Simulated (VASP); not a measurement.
Runs of VASP 6.6.1 on AlNi. The structure is that of space group P4/mmm (No. 123), or close to it. The cells are those of the table. 

| cell | gap on the mesh (eV) | pressure (GPa) | moment (μB) |
| --- | --- | --- | --- |
| a = 2.775, b = 2.775, c = 3.125 Å, angles 90.0, 90.0, 90.4°, 2 atoms | none | (a) | 0.00 |
| a = 2.797, b = 2.797, c = 3.150 Å, angles 90.0, 90.0, 90.4°, 2 atoms | none | -7.1 | 0.00 |
| a = 2.841, b = 2.841, c = 3.199 Å, angles 90.0, 90.0, 90.4°, 2 atoms | none | -13.1 | 0.00 |
| a = 2.705, b = 2.705, c = 3.047 Å, angles 90.0, 90.0, 90.4°, 2 atoms | none | 10.8 | 0.00 |
| a = 2.681, b = 2.681, c = 3.020 Å, angles 90.0, 90.0, 90.4°, 2 atoms | none | (b) | 0.00 |

Alike in all rows: task single point; level r2SCAN; potentials or basis VASP PAW PBE potentials, release 64 (Al, Ni); spin collinear, ferromagnetic start; k mesh 10 × 10 × 9; cutoff (eV) 520; smearing fermi-dirac 0.15 eV.

**Question.** Estimate the missing entries.

**Answer.** (a) -3.5; (b) 16.9.

Caveats: the PAW data sets were made with another functional, which shifts forces and pressure a little.

A gap of «none» marks levels without a gap at the run's occupations.
